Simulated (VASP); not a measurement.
# NaCl (Fm-3m) in VASP: notebook

Aim: see how the results for NaCl move with the level of theory and the settings. Levels: PBE, r2SCAN. Tasks: single point.

All numbers are computed with VASP 6.6.1; they aren't measurements. Logs are shortened: lines on timing, memory, paths and dates and some standing lists are left out, and cuts for length are marked.

## (1) The cell of the first run

It takes space group Fm-3m (No. 225, cubic). The conventional cell has a = 5.605 Å, b = 5.605 Å, c = 5.605 Å, α = 90.00°, β = 90.00°, γ = 90.00°. Within 3.7 Å of Na (site symmetry m-3m) lie 6 Cl at 2.80 Å. Cl (site symmetry m-3m) has 6 Na at 2.80 Å within 3.7 Å.

## (2) Single point, PBE

Contents of INCAR:

```
SYSTEM = NaCl
ALGO = Normal
EDIFF = 1E-6
ENCUT = 520
GGA = PE
ISIF = 2
ISMEAR = -1
LASPH = .True.
LCHARG = .True.
LELF = .True.
LREAL = .False.
LVHAR = .True.
LWAVE = .False.
NBANDS = 14
NELM = 100
PREC = Accurate
SIGMA = 0.02
```

Contents of KPOINTS:

```
k-points
0
Gamma
  8 8 8
  0 0 0
```

Contents of POSCAR:

```
NaCl
1.0
    0.0000000000      2.8026987877      2.8026987877
    2.8026987877      0.0000000000      2.8026987877
    2.8026987877      2.8026987877      0.0000000000
Na Cl
1 1
Direct
    0.0000000000      0.0000000000      0.0000000000
    0.5000000000      0.5000000000      0.5000000000
```

Potentials or basis: VASP PAW PBE potentials, release 64 (Na_pv, Cl).

The run is started by

```bash
$ cat potpaw_PBE.64/Na_pv/POTCAR potpaw_PBE.64/Cl/POTCAR > POTCAR
$ mpirun -np 1 vasp_std > vasp.out
```

OUTCAR:

```text
SYSTEM = NaCl
   EDIFF = 1E-6
   ENCUT = 520
   GGA = PE
   ISIF = 2
   ISMEAR = -1
   LASPH = .True.
   LREAL = .False.
   NELM = 100
   PREC = Accurate

 ion  position               nearest neighbor table
   1  0.000  0.000  0.000-
   2  0.500  0.500  0.500-

  LATTYP: Found a face centered cubic cell.
 ALAT       =     5.6053975754

  Lattice vectors:

 A1 = (   0.0000000000,   2.8026987877,   2.8026987877)
 A2 = (   2.8026987877,   0.0000000000,   2.8026987877)
 A3 = (   2.8026987877,   2.8026987877,   0.0000000000)

Analysis of symmetry for initial positions (statically):
=====================================================================
 Subroutine PRICEL returns:
 Original cell was already a primitive cell.

 Routine SETGRP: Setting up the symmetry group for a
 face centered cubic supercell.

 Subroutine GETGRP returns: Found 48 space group operations
 (whereof 48 operations were pure point group operations)
 out of a pool of 48 trial point group operations.

The static configuration has the point symmetry O_h .

Analysis of symmetry for dynamics (positions and initial velocities):
=====================================================================
 Subroutine PRICEL returns:
 Original cell was already a primitive cell.

 Routine SETGRP: Setting up the symmetry group for a
 face centered cubic supercell.

 Subroutine GETGRP returns: Found 48 space group operations
 (whereof 48 operations were pure point group operations)
 out of a pool of 48 trial point group operations.

The dynamic configuration has the point symmetry O_h .

 Subroutine INISYM returns: Found 48 space group operations
 (whereof 48 operations are pure point group operations),
 and found     1 'primitive' translations

----------------------------------------------------------------------------------------

                                     Primitive cell

  volume of cell :      44.0311

  direct lattice vectors                    reciprocal lattice vectors
     0.000000000  2.802698788  2.802698788    -0.178399478  0.178399478  0.178399478
     2.802698788  0.000000000  2.802698788     0.178399478 -0.178399478  0.178399478
     2.802698788  2.802698788  0.000000000     0.178399478  0.178399478 -0.178399478

  length of vectors
     3.963614637  3.963614637  3.963614637     0.308996959  0.308996959  0.308996959

  position of ions in fractional coordinates (direct lattice)
     0.000000000  0.000000000  0.000000000
     0.500000000  0.500000000  0.500000000

  ion indices of the primitive-cell ions
   primitive index   ion index
                 1           1
                 2           2

----------------------------------------------------------------------------------------

 KPOINTS: k-points

Automatic generation of k-mesh.
 Grid dimensions read from file:
 generate k-points for:    8    8    8

 Generating k-lattice:

  Cartesian coordinates                     Fractional coordinates (reciprocal lattice)
    -0.022299935  0.022299935  0.022299935     0.125000000  0.000000000  0.000000000
     0.022299935 -0.022299935  0.022299935     0.000000000  0.125000000  0.000000000
     0.022299935  0.022299935 -0.022299935     0.000000000  0.000000000  0.125000000

  Length of vectors
     0.038624620  0.038624620  0.038624620

  Shift w.r.t. Gamma in fractional coordinates (k-lattice)
     0.000000000  0.000000000  0.000000000

 Subroutine IBZKPT returns following result:
 ===========================================

 Found     29 irreducible k-points:

 Following reciprocal coordinates:
            Coordinates               Weight
  0.000000  0.000000  0.000000      1.000000
  0.125000  0.000000  0.000000      8.000000
  0.250000  0.000000  0.000000      8.000000
  0.375000  0.000000  0.000000      8.000000
  0.500000  0.000000  0.000000      4.000000
  0.125000  0.125000  0.000000      6.000000
[... 16 lines left out ...]
  0.500000  0.250000  0.125000     48.000000
 -0.375000  0.250000  0.125000     24.000000
 [... further k-points ...]
   k-points           NKPTS =     29   k-points in BZ     NKDIM =     29   number of bands    NBANDS=     14
   number of dos      NEDOS =    301   number of ions     NIONS =      2
   total plane-waves  NPLWV =  27000
   dimension x,y,z NGX =    30 NGY =   30 NGZ =   30
   dimension x,y,z NGXF=    60 NGYF=   60 NGZF=   60
   ions per type =               1   1
   NGX,Y,Z   is equivalent  to a cutoff of  12.58, 12.58, 12.58 a.u.
   NGXF,Y,Z  is equivalent  to a cutoff of  25.17, 25.17, 25.17 a.u.
 SYSTEM =  NaCl
   PREC   = accura    normal or accurate (medium, high low for compatibility)
   ISTART =      0    job   : 0-new  1-cont  2-samecut
   ICHARG =      2    charge: 1-file 2-atom 10-const
   ISPIN  =      1    spin polarized calculation?
   LNONCOLLINEAR =      F non collinear calculations
   LSORBIT =      F    spin-orbit coupling
   LASPH  =      T    aspherical Exc in radial PAW
   ENCUT  =  520.0 eV  38.22 Ry    6.18 a.u.   7.37  7.37  7.37*2*pi/ulx,y,z
   NELM   =    100;   NELMIN=  2; NELMDL= -5     # of ELM steps
   EDIFF  = 0.1E-05   stopping-criterion for ELM
   LREAL  =      F    real-space projection
   EDIFFG = 0.1E-04   stopping-criterion for IOM
   NSW    =      0    number of steps for IOM
   IBRION =     -1    ionic relax: 0-MD 1-quasi-New 2-CG
   NFREE  =      0    steps in history (QN), initial steepest desc. (CG)
   ISIF   =      2    stress and relaxation
   ISYM   =      2    0-nonsym 1-usesym 2-fastsym
   POTIM  = 0.5000    time-step for ionic-motion
   TEBEG  =    0.0;   TEEND  =   0.0 temperature during run
   PSTRESS=    0.0 pullay stress
   NELECT =      14.0000    total number of electrons
   NUPDOWN=      -1.0000    fix difference up-down
   EMIN   =  10.00;   EMAX   =-10.00  energy-range for DOS
   EFERMI =   0.00;   METHOD = LEGACY
   ISMEAR =    -1;   SIGMA  =   0.02  broadening in eV -4-tet -1-fermi 0-gaus
   EFERMI_NEDOS =   21; number of points for ismear=-14 and -15
   IALGO  =     38    algorithm
   IMIX   =      4    mixing-type and parameters
     AMIX     =   0.40;   BMIX     =  1.00
     AMIX_MAG =   1.60;   BMIX_MAG =  1.00
  volume/ion in A,a.u.               =      22.02       148.57
  Fermi-wavevector in a.u.,A,eV,Ry     =   1.117372  2.111527 16.987146  1.248520
  Thomas-Fermi vector in A             =   2.253994
   LORBIT       =      0    0 simple, 1 ext, 2 COOP (PROOUT), +10 PAW based schemes
   GGA     = PE    functional components
   LHFCALC =     F    Hartree Fock is set to
   AEXX    =    0.0000 exact exchange contribution
   IVDW    =     0    specifies the selected vdW correction
   LEPSILON=     F    determine dielectric tensor
   LRPA    =     F    only Hartree local field effects (RPA)
 non-spin polarized calculation
  energy-cutoff  :      520.00
  volume of cell :       44.03
 maximum number of plane-waves:      1243
 NGX is ok and might be reduce to    30
   NGX = 15   NGY = 15   NGZ = 15

 number of electron      14.0000003 magnetization

 Free energy of the ion-electron system (eV)
  ---------------------------------------------------
  ext. energy  EPLUGINS =         0.00000000
  ---------------------------------------------------
  free energy    TOTEN  =        -6.76942192 eV

  energy without entropy =       -6.76942192  energy(sigma->0) =       -6.76942192

 E-fermi :  -0.1502     XC(G=0):  -8.2455

 val. band max:       -0.6237680258   @ k =   0.0000   0.0000   0.0000
 cond. band min:       4.5555692301   @ k =   0.0000   0.0000   0.0000
 fundamental gap:      5.1793372559
 Fermi energy:        -0.1501681621

 k-point     1 :       0.0000    0.0000    0.0000
  band No.  band energies     occupation
      1     -21.4072      2.00000
      2     -21.4072      2.00000
      3     -21.4072      2.00000
      4     -13.3247      2.00000
      5      -0.6238      2.00000
      6      -0.6238      2.00000
      7      -0.6238      2.00000
      8       4.5556      0.00000
      9      10.5155      0.00000
     10      10.5155      0.00000
     11      10.5156      0.00000
     12      12.7004      0.00000
     13      12.7004      0.00000
     14      14.3372      0.00000

 k-point     2 :       0.1250    0.0000    0.0000
  band No.  band energies     occupation
      1     -21.4119      2.00000
      2     -21.4075      2.00000
      3     -21.4075      2.00000
      4     -13.2751      2.00000
      5      -1.0025      2.00000
      6      -0.6660      2.00000
      7      -0.6660      2.00000
      8       5.0588      0.00000
      9       9.9768      0.00000
     10      10.7125      0.00000
     11      10.7125      0.00000
     12      12.4452      0.00000
     13      12.4452      0.00000
     14      15.2730      0.00000

 k-point     3 :       0.2500    0.0000    0.0000
  band No.  band energies     occupation
      1     -21.4232      2.00000
      2     -21.4083      2.00000
      3     -21.4083      2.00000
      4     -13.1520      2.00000
      5      -1.7509      2.00000
      6      -0.7648      2.00000
      7      -0.7648      2.00000
      8       6.0363      0.00000
      9       9.4362      0.00000
     10      10.8126      0.00000
     11      10.8126      0.00000
     12      12.6675      0.00000
     13      12.6675      0.00000
     14      15.1411      0.00000
[... 324 lines left out ...]
 k-point    23 :       0.5000    0.2500    0.1250
  band No.  band energies     occupation
      1     -21.4303      2.00000
      2     -21.4154      2.00000
      3     -21.4110      2.00000
      4     -12.9760      2.00000
      5      -2.2019      2.00000
      6      -1.3297      2.00000
      7      -0.9944      2.00000
      8       7.6141      0.00000
      9       9.0108      0.00000
     10       9.3753      0.00000
     11      11.3631      0.00000
     12      13.1851      0.00000
     13      15.5902      0.00000
     14      15.9964      0.00000

 k-point    24 :      -0.3750    0.2500    0.1250
  band No.  band energies     occupation
      1     -21.4327      2.00000
      2     -21.4159      2.00000
      3     -21.4118      2.00000
      4     -12.9355      2.00000
      5      -2.3221      2.00000
      6      -1.4098      2.00000
      7      -1.0490      2.00000
      8       7.7542      0.00000
      9       8.9980      0.00000
     10       9.7146      0.00000
     11      11.1776      0.00000
     12      13.8234      0.00000
     13      15.1108      0.00000
     14      16.1234      0.00000

 [... further k-points ...]
[... 5 lines left out ...]
  --------------------------------------------------------------------------------------
  -------------------------------------------------------------------------------------
  Total        0.3417846      0.3417846      0.3417846     -0.0000000      0.0000000     -0.0000000
  in kB       12.4366610     12.4366610     12.4366610     -0.0000000      0.0000000     -0.0000000
  external PRESSURE =      12.4366610 kB  Pullay stress =       0.0000000 kB

 VOLUME and BASIS-vectors are now :
 -----------------------------------------------------------------------------
  energy-cutoff  :      520.00
  volume of cell :       44.03
      direct lattice vectors                 reciprocal lattice vectors
     0.000000000  2.802698788  2.802698788    -0.178399478  0.178399478  0.178399478
     2.802698788  0.000000000  2.802698788     0.178399478 -0.178399478  0.178399478
     2.802698788  2.802698788  0.000000000     0.178399478  0.178399478 -0.178399478

 POSITION                                       TOTAL-FORCE (eV/Angst)
 -----------------------------------------------------------------------------------
      0.00000      0.00000      0.00000         0.000000      0.000000      0.000000
      2.80270      2.80270      2.80270         0.000000      0.000000      0.000000
 -----------------------------------------------------------------------------------
    total drift:                               -0.000000      0.000000      0.000000

  FREE ENERGIE OF THE ION-ELECTRON SYSTEM (eV)
  ---------------------------------------------------
  free  energy   TOTEN  =        -6.7694219218 eV

  energy  without entropy=       -6.7694219218  energy(sigma->0) =       -6.76942192
```

It took 14 s on 1 thread of Intel Xeon Platinum 8259CL at 2.50GHz (Skylake/Cascade Lake), shared host; peak memory 0.16 GiB.

What came out:

* Free energy: -6.7694 eV
* Pressure: 1.2 GPa
* Band gap on the k mesh: 5.18 eV, direct

Levels at points of the mesh, in eV from the valence-band top:
```tsv
k point	band 5	band 6	band 7	band 8	band 9	band 10
(0.00, 0.00, 0.00)	0.00	0.00	0.00	5.18	11.14	11.14
(0.50, 0.00, 0.00)	-1.98	-0.27	-0.27	7.31	10.78	11.02
(0.50, 0.50, 0.00)	-1.71	-0.61	-0.61	7.59	8.06	11.45
```

Expect the measured gap to be larger: semilocal functionals such as PBE lack the derivative discontinuity.

## (3) Single point, r2SCAN

POSCAR is that of step 2.

Contents of INCAR.step1:

```
ALGO     = Normal         # electronic algorithm
EDIFF    = 1E-4           # SCF threshold, eV
ENCUT    = 520            # plane-wave cutoff, eV
GGA      = PE             # functional
ISMEAR   = -1             # smearing method
LASPH    = T              # aspherical terms in the spheres
LCHARG   = F              # write CHGCAR
LREAL    = F              # projectors in reciprocal space
LWAVE    = T              # write WAVECAR
NBANDS   = 14             # bands
NELM     = 100            # most SCF steps
PREC     = Accurate       # precision mode
SIGMA    = 0.02           # smearing width, eV
```

Contents of INCAR.step2:

```
ALGO     = Normal         # electronic algorithm
EDIFF    = 1E-7           # SCF threshold, eV
ENCUT    = 520            # plane-wave cutoff, eV
ISIF     = 2              # what is computed and relaxed
ISMEAR   = -1             # smearing method
ISTART   = 1            
LASPH    = T              # aspherical terms in the spheres
LCHARG   = F              # write CHGCAR
LMIXTAU  = T            
LREAL    = F              # projectors in reciprocal space
LWAVE    = F              # write WAVECAR
METAGGA  = R2SCAN         # meta-GGA
NBANDS   = 14             # bands
NELM     = 100            # most SCF steps
PREC     = Accurate       # precision mode
SIGMA    = 0.02           # smearing width, eV
```

Contents of KPOINTS:

```
k-points
0
Gamma
  8 8 8
```

Potentials or basis: VASP PAW PBE potentials, release 64 (Na_pv, Cl).

The run is started by

```bash
$ cat potpaw_PBE.64/Na_pv/POTCAR potpaw_PBE.64/Cl/POTCAR > POTCAR
$ cp INCAR.step1 INCAR
$ mpirun -np 1 vasp_std > vasp.out
$ cp INCAR.step2 INCAR
$ mpirun -np 1 vasp_std > vasp.out
```

It took 83 s on 1 thread of Intel Xeon Platinum 8259CL at 2.50GHz (Skylake/Cascade Lake), shared host; peak memory 0.17 GiB.

It converged, with:

```yaml
Free_energy: -13.7901 eV
Pressure: -0.2 GPa
Band_gap_on_the_k_mesh: 6.00 eV, direct
```

Levels at points of the mesh, in eV from the valence-band top:
```tsv
k point	band 3	band 4	band 5	band 6	band 7	band 8	band 9	band 10	band 11	band 12
(0.00, 0.00, 0.00)	-21.48	-13.26	0.00	0.00	0.00	6.00	11.78	11.78	11.78	14.05
(0.50, 0.00, 0.00)	-21.49	-12.90	-1.98	-0.29	-0.29	7.98	11.77	11.81	11.81	16.11
(0.50, 0.50, 0.00)	-21.49	-12.85	-1.73	-0.63	-0.63	8.50	8.60	12.35	16.09	16.09
```

Caveat: the PAW data sets were made with another functional, which shifts forces and pressure a little. A k mesh can miss the band edges.

## (4) Single point, r2SCAN

POSCAR is that of step 3.

Contents of INCAR.step1:

```
ALGO = Normal ; EDIFF = 1E-4
ENCUT = 520 ; GGA = PE
ISMEAR = 0 ; LASPH = True
LCHARG = False ; LREAL = False
LWAVE = True ; NBANDS = 14
NELM = 80 ; PREC = Accurate
SIGMA = 0.01
```

Contents of INCAR.step2:

```
ALGO = Normal ; EDIFF = 1E-7
ENCUT = 520 ; ISIF = 2
ISMEAR = 0 ; ISTART = 1
LASPH = True ; LCHARG = False
LMIXTAU = True ; LREAL = False
LWAVE = False ; METAGGA = R2SCAN
NBANDS = 14 ; NELM = 80
PREC = Accurate ; SIGMA = 0.01
```

KPOINTS is that of step 3.

The run is started by

```bash
$ cat potpaw_PBE.64/Na_pv/POTCAR potpaw_PBE.64/Cl/POTCAR > POTCAR
$ cp INCAR.step1 INCAR
$ mpirun -np 1 vasp_std > vasp.out
$ cp INCAR.step2 INCAR
$ mpirun -np 1 vasp_std > vasp.out
```

Run time: 86 s. Hardware: 1 thread of Intel Xeon Platinum 8259CL at 2.50GHz (Skylake/Cascade Lake), shared host; peak memory 0.17 GiB.

The run converged. Its results:

```yaml
Free_energy: -13.7901 eV
Pressure: -0.2 GPa
Band_gap_on_the_k_mesh: 6.00 eV, direct
```

Levels at points of the mesh, in eV from the valence-band top:
| k point | band 4 | band 5 | band 6 | band 7 | band 8 | band 9 | band 10 | band 11 |
| --- | --- | --- | --- | --- | --- | --- | --- | --- |
| (0.00, 0.00, 0.00) | -13.26 | 0.00 | 0.00 | 0.00 | 6.00 | 11.78 | 11.78 | 11.78 |
| (0.50, 0.00, 0.00) | -12.90 | -1.98 | -0.29 | -0.29 | 7.98 | 11.77 | 11.81 | 11.81 |
| (0.50, 0.50, 0.00) | -12.85 | -1.73 | -0.63 | -0.63 | 8.50 | 8.60 | 12.35 | 16.09 |

Caveat: the PAW data sets were made with another functional, which shifts forces and pressure a little. r2SCAN opens gaps a little over a GGA but as a rule still falls short of measured ones.

## (5) The runs side by side

```csv
level,smearing,gap on the mesh (eV),pressure (GPa)
PBE,fermi-dirac 0.02 eV,5.18,1.2
r2SCAN,fermi-dirac 0.02 eV,6.00,-0.2
r2SCAN,gaussian 0.01 eV,6.00,-0.2
```

Alike in all rows: task single point; potentials or basis VASP PAW PBE potentials, release 64 (Na_pv, Cl); no spin polarisation; cell a = 3.964 Å, angles 60.0°, 2 atoms; k mesh 8 × 8 × 8; cutoff (eV) 520.

On the cell as given the gap runs from 5.18 eV (PBE) to 6.00 eV (r2SCAN). The pressure there spans -0.2 GPa (r2SCAN) to 1.2 GPa (PBE); a positive pressure means that this level wants a larger cell, a negative one a smaller.

Caveats: the PAW data sets were made with another functional, which shifts forces and pressure a little (some runs).

Total energies depend on the potentials used, so only differences within one code and one set of settings carry meaning.
